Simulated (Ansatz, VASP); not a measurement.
## One calculation of Ge, two programs

```
CELL_PARAMETERS angstrom
0.00000 2.89468 5.05022
2.64935 0.00000 5.05022
2.64935 2.89468 0.00000
ATOMIC_POSITIONS crystal
Ge 0.77901 0.77901 0.22099
Ge 0.22099 0.22099 0.77901
Ge 0.27348 0.72652 0.27348
Ge 0.72652 0.27348 0.72652
```

Alike in both runs: functional PBE; k mesh 12 × 12 × 12; occupations gaussian, width 0.1 eV; no spin polarisation.

Ansatz relaxed the structure, and its values are those at the end. VASP's run is a single point on that final structure, the one shown.

|  | VASP | Ansatz |
| --- | --- | --- |
| version | VASP 6.6.1 | Ansatz 0.2.0 |
| potentials or method | VASP PAW PBE potentials, release 64 (Ge_d), cutoff 520 eV | scalar-relativistic, plane waves, PAW |
| valence electrons in the cell | 56 | 56 |

|  | VASP | Ansatz | Ansatz less VASP |
| --- | --- | --- | --- |
| gap on the k mesh at the Fermi level (eV) | none | none | - |
| pressure (GPa) | 0.0 | 0.0 | -0.02 |

A gap of «none» marks a metal or a gap that the smearing closes. With one functional, cell and mesh, what is left measures potentials, basis and numerics.
